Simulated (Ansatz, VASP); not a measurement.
**Two plane-wave programs on CdAu2S2**

```
Cd S Au
1.0
     5.52425    0.00000    0.00000
     0.00000    5.52425    0.00000
     0.00000    0.00000    4.33852
Cd S Au
1 2 2
Direct
  0.00000 0.00000 0.50000
  0.00000 0.50000 0.50000
  0.50000 0.00000 0.50000
  0.00000 0.50000 0.00000
  0.50000 0.00000 0.00000
```

Alike in both runs: task single point; functional PBE; k mesh 4 × 4 × 4; occupations gaussian, width 0.1 eV; collinear spin.

|  | VASP | Ansatz |
| --- | --- | --- |
| version | VASP 6.6.1 | Ansatz 0.2.0 |
| potentials or method | VASP PAW PBE potentials, release 64 (Cd, S, Au), cutoff 520 eV | scalar-relativistic, plane waves, PAW |
| valence electrons in the cell | 46 | 70 |

Ansatz gave:

* gap on the k mesh at the Fermi level (eV): none
* pressure (GPa): 6.5
* traceless stress, the component that is largest in VASP (GPa): 14.85
* net moment per atom (μB): 0.00

Q: Estimate VASP's values.

A: gap on the k mesh at the Fermi level (eV): none; pressure (GPa): 6.5; traceless stress, the component that is largest in VASP (GPa): 14.59; net moment per atom (μB): 0.00.

A gap of «none» marks a metal or a gap that the smearing closes. VASP's potentials hold 46 valence electrons a cell and Ansatz's 70, so a difference there can come from the potentials and not from the codes. Ansatz's warnings: seeded moment not kept.

The k mesh is coarse, so the values compare programs but aren't converged. Spin-orbit coupling is off throughout.
